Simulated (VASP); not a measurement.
# In3GaAsP3 (P1) in VASP: single point with r2SCAN

Aim: the single point of In3GaAsP3 with r2SCAN.

Program: VASP 6.6.1. These are calculated values, not measurements. Logs are shortened: lines on timing, memory, paths and dates and some standing lists are left out, and cuts for length are marked.

## 1. The cell of the first run

The typed cell holds 64 atoms: a = 11.636 Å, b = 11.636 Å, c = 11.636 Å, α = 90.00°, β = 90.00°, γ = 90.00°.

## 2. Single point, r2SCAN

Contents of POSCAR:

```
In3GaAsP3
1.0
   11.6362290000      0.0000000000      0.0000000000
    0.0000000000     11.6362290000      0.0000000000
    0.0000000000      0.0000000000     11.6362290000
Ga In As P
8 24 8 24
Direct
    0.9957980000      0.9988670000      0.9907760000
    0.5014170000      0.4957330000      0.4975650000
    0.2544000000      0.2530810000      0.4974280000
    0.7409020000      0.2535680000      0.4994870000
    0.7492650000      0.7484870000      0.5058260000
    0.7460380000      0.0073810000      0.2500650000
    0.9957580000      0.7513910000      0.7492400000
    0.5017100000      0.2504860000      0.2581240000
    0.9988390000      0.9978180000      0.5035870000
    0.9944940000      0.5037000000      0.9972040000
    0.0007780000      0.4960010000      0.5064330000
    0.5027840000      0.0029520000      0.0049760000
    0.5037650000      0.0113640000      0.4976880000
    0.5005640000      0.4970540000      0.0018740000
    0.2573720000      0.2486400000      0.0036660000
    0.2476690000      0.7561890000      0.9939560000
    0.2483920000      0.7446360000      0.5006670000
    0.7494830000      0.2460640000      0.0045760000
    0.7506270000      0.7518750000      0.9974040000
    0.2539540000      0.0025220000      0.2535050000
    0.2427640000      0.0049500000      0.7528180000
    0.2585460000      0.4925120000      0.2575240000
    0.2534110000      0.5043960000      0.7428820000
    0.7529860000      0.9982170000      0.7473730000
    0.7423700000      0.4955800000      0.2541390000
    0.7497980000      0.5007930000      0.7435240000
    0.9989010000      0.2525090000      0.2524960000
    0.9968350000      0.2455040000      0.7433420000
    0.9983780000      0.7591070000      0.2527920000
    0.4998270000      0.2541910000      0.7446530000
    0.5014740000      0.7469780000      0.2521890000
    0.5052010000      0.7455050000      0.7481540000
    0.1172780000      0.1165610000      0.1172100000
    0.1276440000      0.6241020000      0.1291180000
    0.3754550000      0.8784030000      0.6250880000
    0.8718150000      0.8924500000      0.1237210000
    0.8610000000      0.1275060000      0.3787070000
    0.8692490000      0.6288280000      0.3820680000
    0.1264870000      0.3743750000      0.8721810000
    0.6374930000      0.8765320000      0.3765440000
    0.1325640000      0.1329580000      0.6147080000
    0.1160560000      0.6324450000      0.6329100000
    0.6217210000      0.1283990000      0.1412570000
    0.6333660000      0.1333190000      0.6222850000
    0.6260340000      0.6242100000      0.1233270000
    0.6231230000      0.6213490000      0.6105710000
    0.3867770000      0.3660330000      0.1345260000
    0.3753950000      0.3774040000      0.6107430000
    0.3756700000      0.8743000000      0.1263630000
    0.8726950000      0.3775200000      0.1262910000
    0.8648900000      0.3652950000      0.6167390000
    0.8741070000      0.8616890000      0.6257610000
    0.3750560000      0.1396410000      0.3750640000
    0.3787700000      0.1252870000      0.8733310000
    0.3835310000      0.6173920000      0.3836230000
    0.3764940000      0.6244900000      0.8749820000
    0.8784560000      0.1196080000      0.8776760000
    0.8773780000      0.6319240000      0.8651790000
    0.1310900000      0.3686860000      0.3836560000
    0.1283690000      0.8768460000      0.3779310000
    0.1079890000      0.8756600000      0.8702910000
    0.6163780000      0.3687690000      0.3821180000
    0.6271690000      0.3745020000      0.8741990000
    0.6240380000      0.8771280000      0.8737420000
```

Contents of INCAR.step1:

```
ALGO     = Normal         # electronic algorithm
EDIFF    = 1E-4           # SCF threshold, eV
ENCUT    = 520            # plane-wave cutoff, eV
GGA      = PE             # functional
ISMEAR   = -1             # smearing method
LASPH    = T              # aspherical terms in the spheres
LCHARG   = F              # write CHGCAR
LREAL    = Auto         
LWAVE    = T              # write WAVECAR
NBANDS   = 326            # bands
NELM     = 60             # most SCF steps
PREC     = Accurate       # precision mode
SIGMA    = 0.05           # smearing width, eV
```

Contents of INCAR.step2:

```
ALGO     = Normal         # electronic algorithm
EDIFF    = 1E-6           # SCF threshold, eV
ENCUT    = 520            # plane-wave cutoff, eV
ISIF     = 2              # what is computed and relaxed
ISMEAR   = -1             # smearing method
ISTART   = 1            
LASPH    = T              # aspherical terms in the spheres
LCHARG   = F              # write CHGCAR
LMIXTAU  = T            
LREAL    = Auto         
LWAVE    = F              # write WAVECAR
METAGGA  = R2SCAN         # meta-GGA
NBANDS   = 326            # bands
NELM     = 60             # most SCF steps
PREC     = Accurate       # precision mode
SIGMA    = 0.05           # smearing width, eV
```

Contents of KPOINTS:

```
k-points
0
Gamma
  1 1 1
```

Potentials or basis: VASP PAW PBE potentials, release 64 (Ga_d, In_d, As, P).

Started as:

```console
> cat potpaw_PBE.64/Ga_d/POTCAR potpaw_PBE.64/In_d/POTCAR potpaw_PBE.64/As/POTCAR potpaw_PBE.64/P/POTCAR > POTCAR
> cp INCAR.step1 INCAR
> mpirun -np 1 vasp_gam > vasp.out
> cp INCAR.step2 INCAR
> mpirun -np 1 vasp_gam > vasp.out
```

OUTCAR:

```text
EDIFF = 1E-6
   ENCUT = 520
   ISIF = 2
   ISMEAR = -1
   ISTART = 1
   LASPH = T
   LREAL = Auto
   METAGGA = R2SCAN
   NELM = 60
   PREC = Accurate

 ion  position               nearest neighbor table
   1  0.996  0.999  0.991-  57 2.36  61 2.39  36 2.45  33 2.46
   2  0.501  0.496  0.498-  55 2.38  62 2.40  48 2.40  46 2.42
   3  0.254  0.253  0.497-  59 2.37  53 2.40  48 2.41  41 2.41
   4  0.741  0.254  0.499-  44 2.36  51 2.37  62 2.40  37 2.47
   5  0.749  0.748  0.506-  52 2.41  46 2.41  38 2.44  40 2.48
   6  0.746  0.007  0.250-  43 2.38  37 2.45  40 2.47  36 2.47
   7  0.996  0.751  0.749-  58 2.38  42 2.39  52 2.39  61 2.40
   8  0.502  0.250  0.258-  47 2.38  53 2.38  62 2.40  43 2.41
   9  0.999  0.998  0.504-  60 2.53  41 2.56  52 2.58  37 2.64  28 4.01
  10  0.994  0.504  0.997-  50 2.53  58 2.54  34 2.59  39 2.60
  11  0.001  0.496  0.506-  51 2.54  42 2.55  59 2.56  38 2.61  28 4.01  26 4.02
  12  0.503  0.003  0.005-  49 2.53  54 2.54  64 2.54  43 2.56
  13  0.504  0.011  0.498-  44 2.53  53 2.55  35 2.61  40 2.62
  14  0.501  0.497  0.002-  45 2.51  63 2.53  47 2.54  56 2.54
  15  0.257  0.249  0.004-  54 2.52  47 2.54  33 2.60  39 2.61
  16  0.248  0.756  0.994-  49 2.55  56 2.55  61 2.58  34 2.61
  17  0.248  0.745  0.501-  60 2.52  42 2.54  55 2.55  35 2.59  23 3.97
  18  0.749  0.246  0.005-  50 2.53  63 2.56  57 2.57  43 2.57
  19  0.751  0.752  0.997-  64 2.52  45 2.54  58 2.55  36 2.61
  20  0.254  0.003  0.254-  60 2.52  49 2.53  53 2.56  33 2.61
  21  0.243  0.005  0.753-  54 2.54  41 2.54  61 2.57  35 2.60  28 4.00
  22  0.259  0.493  0.258-  55 2.53  59 2.54  47 2.54  34 2.63
  23  0.253  0.504  0.743-  56 2.52  42 2.53  48 2.56  39 2.59  17 3.97
  24  0.753  0.998  0.747-  64 2.53  57 2.53  52 2.55  44 2.55
  25  0.742  0.496  0.254-  45 2.53  50 2.53  62 2.56  38 2.61
  26  0.750  0.501  0.744-  51 2.54  63 2.55  46 2.56  58 2.56  11 4.02
  27  0.999  0.253  0.252-  50 2.54  59 2.55  37 2.62  33 2.62
  28  0.997  0.246  0.743-  41 2.54  51 2.54  57 2.55  39 2.60  21 4.00   9 4.01  11 4.01
  29  0.998  0.759  0.253-  60 2.51  34 2.61  38 2.61  36 2.61
  30  0.500  0.254  0.745-  44 2.53  63 2.54  54 2.54  48 2.57
  31  0.501  0.747  0.252-  45 2.53  49 2.55  55 2.55  40 2.62
  32  0.505  0.746  0.748-  64 2.53  56 2.53  46 2.56  35 2.59
  33  0.117  0.117  0.117-   1 2.46  15 2.60  20 2.61  27 2.62
  34  0.128  0.624  0.129-  10 2.59  16 2.61  29 2.61  22 2.63
[... 28 lines left out ...]
  63  0.627  0.375  0.874-  14 2.53  30 2.54  26 2.55  18 2.56
  64  0.624  0.877  0.874-  19 2.52  32 2.53  24 2.53  12 2.54

  LATTYP: Found a simple cubic cell.
 ALAT       =    11.6362290000

  Lattice vectors:

 A1 = (  11.6362290000,   0.0000000000,   0.0000000000)
 A2 = (   0.0000000000,  11.6362290000,   0.0000000000)
 A3 = (   0.0000000000,   0.0000000000,  11.6362290000)

Analysis of symmetry for initial positions (statically):
=====================================================================
 Subroutine PRICEL returns:
 Original cell was already a primitive cell.

 Routine SETGRP: Setting up the symmetry group for a
 simple cubic supercell.

 Subroutine GETGRP returns: Found  1 space group operations
 (whereof  1 operations were pure point group operations)
 out of a pool of 48 trial point group operations.

The static configuration has the point symmetry C_1 .

Analysis of symmetry for dynamics (positions and initial velocities):
=====================================================================
 Subroutine PRICEL returns:
 Original cell was already a primitive cell.

 Routine SETGRP: Setting up the symmetry group for a
 simple cubic supercell.

 Subroutine GETGRP returns: Found  1 space group operations
 (whereof  1 operations were pure point group operations)
 out of a pool of 48 trial point group operations.

[... 175 lines left out ...]
 ===========================================

 Found      1 irreducible k-points:

 Following reciprocal coordinates:
            Coordinates               Weight
  0.000000  0.000000  0.000000      1.000000
   k-points           NKPTS =      1   k-points in BZ     NKDIM =      1   number of bands    NBANDS=    326
   number of dos      NEDOS =    301   number of ions     NIONS =     64
   total plane-waves  NPLWV = 729000
   dimension x,y,z NGX =    90 NGY =   90 NGZ =   90
   dimension x,y,z NGXF=   180 NGYF=  180 NGZF=  180
   ions per type =               8  24   8  24
   NGX,Y,Z   is equivalent  to a cutoff of  12.86, 12.86, 12.86 a.u.
   NGXF,Y,Z  is equivalent  to a cutoff of  25.72, 25.72, 25.72 a.u.
 SYSTEM =  unknown system
   PREC   = accura    normal or accurate (medium, high low for compatibility)
   ISTART =      1    job   : 0-new  1-cont  2-samecut
   ICHARG =      0    charge: 1-file 2-atom 10-const
   ISPIN  =      1    spin polarized calculation?
   LNONCOLLINEAR =      F non collinear calculations
   LSORBIT =      F    spin-orbit coupling
   LASPH  =      T    aspherical Exc in radial PAW
   ENCUT  =  520.0 eV  38.22 Ry    6.18 a.u.  21.64 21.64 21.64*2*pi/ulx,y,z
   NELM   =     60;   NELMIN=  2; NELMDL=  0     # of ELM steps
   EDIFF  = 0.1E-05   stopping-criterion for ELM
   LREAL  =      T    real-space projection
   EDIFFG = 0.1E-04   stopping-criterion for IOM
   NSW    =      0    number of steps for IOM
   IBRION =     -1    ionic relax: 0-MD 1-quasi-New 2-CG
   NFREE  =      0    steps in history (QN), initial steepest desc. (CG)
   ISIF   =      2    stress and relaxation
   ISYM   =      2    0-nonsym 1-usesym 2-fastsym
   POTIM  = 0.5000    time-step for ionic-motion
   TEBEG  =    0.0;   TEEND  =   0.0 temperature during run
   PSTRESS=    0.0 pullay stress
   NELECT =     576.0000    total number of electrons
   NUPDOWN=      -1.0000    fix difference up-down
   EMIN   =  10.00;   EMAX   =-10.00  energy-range for DOS
   EFERMI =   0.00;   METHOD = LEGACY
   ISMEAR =    -1;   SIGMA  =   0.05  broadening in eV -4-tet -1-fermi 0-gaus
   EFERMI_NEDOS =   21; number of points for ismear=-14 and -15
   IALGO  =     38    algorithm
   IMIX   =      4    mixing-type and parameters
     AMIX     =   0.40;   BMIX     =  1.00
     AMIX_MAG =   1.60;   BMIX_MAG =  1.00
  volume/ion in A,a.u.               =      24.62       166.13
  Fermi-wavevector in a.u.,A,eV,Ry     =   1.170586  2.212087 18.643683  1.370272
  Thomas-Fermi vector in A             =   2.307042
   LORBIT       =      0    0 simple, 1 ext, 2 COOP (PROOUT), +10 PAW based schemes
   METAGGA = R2SCAN    functional components
   LHFCALC =     F    Hartree Fock is set to
   AEXX    =    0.0000 exact exchange contribution
   IVDW    =     0    specifies the selected vdW correction
   LEPSILON=     F    determine dielectric tensor
   LRPA    =     F    only Hartree local field effects (RPA)
 non-spin polarized calculation
  energy-cutoff  :      520.00
  volume of cell :     1575.57
 maximum number of plane-waves:     21250
 NGX is ok and might be reduce to    90
   NGX = 43   NGY = 43   NGZ = 43

 number of electron     576.0000055 magnetization

 Free energy of the ion-electron system (eV)
  ---------------------------------------------------
  ext. energy  EPLUGINS =         0.00000000
  ---------------------------------------------------
  free energy    TOTEN  =      -987.45787665 eV

  energy without entropy =     -987.45772113  energy(sigma->0) =     -987.45779889

 E-fermi :   5.2579     XC(G=0):  -9.9393

 val. band max:        4.7340714025   @ k =   0.0000   0.0000   0.0000
 cond. band min:       5.7362486773   @ k =   0.0000   0.0000   0.0000
 fundamental gap:      1.0021772748
 Fermi energy:         5.2578965005

 k-point     1 :       0.0000    0.0000    0.0000
  band No.  band energies     occupation
      1     -10.4852      2.00000
      2     -10.4816      2.00000
      3     -10.4742      2.00000
      4     -10.4637      2.00000
      5     -10.4593      2.00000
      6     -10.4583      2.00000
[... 292 lines left out ...]
    299       7.0398      0.00000
    300       7.2818      0.00000
 [bands above 300 left out]

------------------------ aborting loop because EDIFF is reached ----------------------------------------

  FORCE on cell =-STRESS in cart. coord.  units (eV):
  Direction    XX          YY          ZZ          XY          YZ          ZX
  --------------------------------------------------------------------------------------
  -------------------------------------------------------------------------------------
  Total        9.4771946      9.4974642      9.4708934      0.4068031      0.2508525      0.3323219
  in kB        9.6372606      9.6578726      9.6308530      0.4136739      0.2550893      0.3379347
  external PRESSURE =       9.6419954 kB  Pullay stress =       0.0000000 kB

 VOLUME and BASIS-vectors are now :
 -----------------------------------------------------------------------------
  energy-cutoff  :      520.00
  volume of cell :     1575.57
      direct lattice vectors                 reciprocal lattice vectors
    11.636229000  0.000000000  0.000000000     0.085938494  0.000000000  0.000000000
     0.000000000 11.636229000  0.000000000     0.000000000  0.085938494  0.000000000
     0.000000000  0.000000000 11.636229000     0.000000000  0.000000000  0.085938494

 POSITION                                       TOTAL-FORCE (eV/Angst)
 -----------------------------------------------------------------------------------
     11.58733     11.62305     11.52890        -0.018941     -0.000728      0.017327
      5.83460      5.76846      5.78978        -0.010567      0.003245     -0.014279
      2.96026      2.94491      5.78819        -0.019042      0.004358     -0.006487
      8.62131      2.95058      5.81215         0.019991     -0.038504      0.003405
      8.71862      8.70957      5.88591         0.018886     -0.039703     -0.028344
      8.68107      0.08589      2.90981        -0.010843      0.012195      0.035982
[... 56 lines left out ...]
      7.29788      4.35779     10.17238         0.007767      0.019419      0.027150
      7.26145     10.20646     10.16706         0.020911      0.008653      0.020856
 -----------------------------------------------------------------------------------
    total drift:                                0.002218      0.015824     -0.017845

  FREE ENERGIE OF THE ION-ELECTRON SYSTEM (eV)
  ---------------------------------------------------
  free  energy   TOTEN  =      -987.4578766515 eV

  energy  without entropy=     -987.4577211257  energy(sigma->0) =     -987.45779889
```

It took 2.2 h on 1 thread of Oxide Virtual Turin-like, shared host; peak memory 1.6 GiB.

Results:

* Free energy: -987.4579 eV
* Pressure: 1.0 GPa
* Largest force: 0.089 eV/Å
* Band gap on the k mesh: 1.00 eV

Forces in eV/Å, atoms in the order of the input:
```
Ga  -0.019 -0.001  0.017
Ga  -0.011  0.003 -0.014
Ga  -0.019  0.004 -0.006
Ga   0.020 -0.039  0.003
Ga   0.019 -0.040 -0.028
Ga  -0.011  0.012  0.036
Ga  -0.053 -0.019 -0.020
Ga  -0.027 -0.005  0.003
In  -0.022  0.016 -0.059
In   0.000 -0.022 -0.032
In  -0.054 -0.001 -0.024
In  -0.024 -0.037 -0.006
In  -0.013 -0.037  0.006
In  -0.002 -0.006 -0.032
In  -0.048 -0.028 -0.026
In  -0.020 -0.041  0.012
In  -0.013  0.018  0.012
In  -0.002  0.005 -0.020
In  -0.011  0.015 -0.019
In  -0.041 -0.002 -0.031
In   0.011 -0.029 -0.042
In  -0.043 -0.010 -0.026
In  -0.041 -0.047  0.001
In  -0.011 -0.030 -0.018
In  -0.011  0.022 -0.007
In  -0.012 -0.023 -0.039
In  -0.030 -0.047 -0.009
In   0.005  0.017 -0.010
In  -0.028 -0.043 -0.019
In  -0.011 -0.036 -0.015
In   0.034  0.007 -0.012
In  -0.021 -0.003 -0.040
As   0.044  0.030  0.002
As   0.017  0.026  0.024
As   0.022  0.016  0.015
As  -0.009  0.024 -0.019
As  -0.032  0.046  0.014
As  -0.035  0.048  0.042
As  -0.001  0.016  0.013
As   0.029 -0.019 -0.023
P    0.052  0.027 -0.021
P   -0.027  0.006  0.039
P    0.000 -0.028  0.073
P    0.013  0.038 -0.043
P    0.007  0.018  0.016
P    0.047  0.034 -0.028
P    0.036 -0.038  0.050
P    0.033  0.032 -0.035
P    0.020  0.033 -0.008
P    0.015  0.007  0.000
P    0.024  0.041  0.016
P    0.017 -0.056  0.042
P   -0.003  0.066 -0.013
P    0.005  0.029  0.037
P    0.041 -0.043  0.046
P    0.027  0.029  0.012
P    0.058 -0.041  0.054
P    0.051  0.032 -0.047
P    0.046 -0.033  0.038
P    0.025  0.019  0.020
P   -0.027  0.048  0.055
P   -0.014 -0.010  0.045
P    0.008  0.019  0.027
P    0.021  0.009  0.021
```

Caveat: the k points lie up to 0.54 Å⁻¹ apart; the PAW data sets were made with another functional, which shifts forces and pressure a little; spin-orbit coupling is left out, which moves the levels of the heavy elements. A k mesh can miss the band edges.
